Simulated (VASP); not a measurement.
Set up this calculation in VASP 6.6.1, as the native input.

```
Task                   : single point
Functional             : PBEsol
Potentials or basis    : VASP PAW PBE potentials, release 64 (In_d, P)
Cutoff                 : 520 eV
k mesh                 : 8 × 8 × 8
Occupations            : fermi-dirac, width 0.05 eV
Spin                   : no spin polarisation
Dipole correction      : no
Further INCAR settings : ALGO = Normal; EDIFF = 1e-06; NBANDS = 16
```

The structure of InP lies in POSCAR:

```
InP
1.0
    0.0000000000      2.7688340000      2.7688340000
    2.7688340000      0.0000000000      2.7688340000
    2.7688340000      2.7688340000      0.0000000000
In P
1 1
Direct
    0.0000000000      0.0000000000      0.0000000000
    0.5000000000      0.5000000000      0.5000000000
```

The input as run:

INCAR

```
SYSTEM = InP
PREC     = Accurate       ! precision mode
ENCUT    = 520            ! plane-wave cutoff, eV
EDIFF    = 1E-6           ! SCF threshold, eV
ISMEAR   = -1             ! smearing method
SIGMA    = 0.05           ! smearing width, eV
LREAL    = .FALSE.        ! projectors in reciprocal space
LASPH    = .TRUE.         ! aspherical terms in the spheres
NELM     = 60             ! most SCF steps
ALGO     = Normal         ! electronic algorithm
ISIF     = 2              ! what is computed and relaxed
LWAVE    = .FALSE.        ! write WAVECAR
LCHARG   = .FALSE.        ! write CHGCAR
GGA      = PS             ! functional
NBANDS   = 16             ! bands
```

KPOINTS

```
Automatic mesh
0
G
  8 8 8
  0 0 0
```

Potentials or basis: VASP PAW PBE potentials, release 64 (In_d, P).

Run with:

```bash
$ cat potpaw_PBE.64/In_d/POTCAR potpaw_PBE.64/P/POTCAR > POTCAR
$ mpirun -np 1 vasp_std > vasp.out
```

Results of the run:

| Property | Result |
| --- | --- |
| Pressure | -3.3 GPa |
| Band gap on the k mesh | zero (band 9 reaches 7.24 eV, above the bottom of band 10 at 4.59 eV) |

Caveat: the PAW data sets were made with another functional, which shifts forces and pressure a little; spin-orbit coupling is left out, which moves the levels of the heavy elements.

Run time: 22 s on 1 thread of Intel(R) Xeon(R) Platinum 8488C (Sapphire Rapids) (shared host), peak memory 0.16 GiB.
